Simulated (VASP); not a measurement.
Write the native input for VASP 6.6.1 that does the following.

| Item | Value |
| --- | --- |
| Task | single point |
| Functional | r2SCAN |
| Potentials or basis | VASP PAW PBE potentials, release 64 (Li_sv, H) |
| Cutoff | 830 eV |
| k mesh | 10 × 10 × 10 |
| Occupations | gaussian, width 0.01 eV |
| Spin | no spin polarisation |
| Dipole correction | no |
| Further INCAR settings | ALGO = Normal; EDIFF = 1e-06; NBANDS = 9 |

Crystal: LiH.

```
Li H
1.0
     0.00000    1.99232    1.99232
     1.99232    0.00000    1.99232
     1.99232    1.99232    0.00000
Li H
1 1
Direct
  0.00000 0.00000 0.00000
  0.50000 0.50000 0.50000
```

One way to write it, as run:

POSCAR

```
LiH
1.0
    0.0000000000      1.9923156398      1.9923156398
    1.9923156398      0.0000000000      1.9923156398
    1.9923156398      1.9923156398      0.0000000000
Li H
1 1
Direct
    0.0000000000      0.0000000000      0.0000000000
    0.5000000000      0.5000000000      0.5000000000
```

INCAR.step1

```
PREC = Accurate
ENCUT = 830
ISMEAR = 0
SIGMA = 0.01
LREAL = F
LASPH = T
NELM = 120
NBANDS = 9
GGA = PE
ALGO = Normal
EDIFF = 1E-5
LWAVE = T
LCHARG = F
GGA_COMPAT = F
```

INCAR.step2

```
PREC = Accurate
ENCUT = 830
EDIFF = 1E-6
ISMEAR = 0
SIGMA = 0.01
LREAL = F
LASPH = T
NELM = 120
ALGO = Normal
ISIF = 2
LWAVE = F
LCHARG = F
METAGGA = R2SCAN
LMIXTAU = T
NBANDS = 9
ISTART = 1
GGA_COMPAT = F
```

KPOINTS

```
regular mesh
0
Gamma
  10 10 10
```

Potentials or basis: VASP PAW PBE potentials, release 64 (Li_sv, H).

Launch:

```bash
$ cat potpaw_PBE.64/Li_sv/POTCAR potpaw_PBE.64/H/POTCAR > POTCAR
$ cp INCAR.step1 INCAR
$ mpirun -np 1 vasp_std > vasp.out
$ cp INCAR.step2 INCAR
$ mpirun -np 1 vasp_std > vasp.out
```

It gave:

The pressure is 0.4 GPa and the band gap on the k mesh is 3.57 eV.

Caveat: the PAW data sets were made with another functional, which shifts forces and pressure a little.

It took 26 s on 1 thread of Intel(R) Xeon(R) 6975P-C (Granite Rapids), with other jobs on the host, peak memory 0.15 GiB.
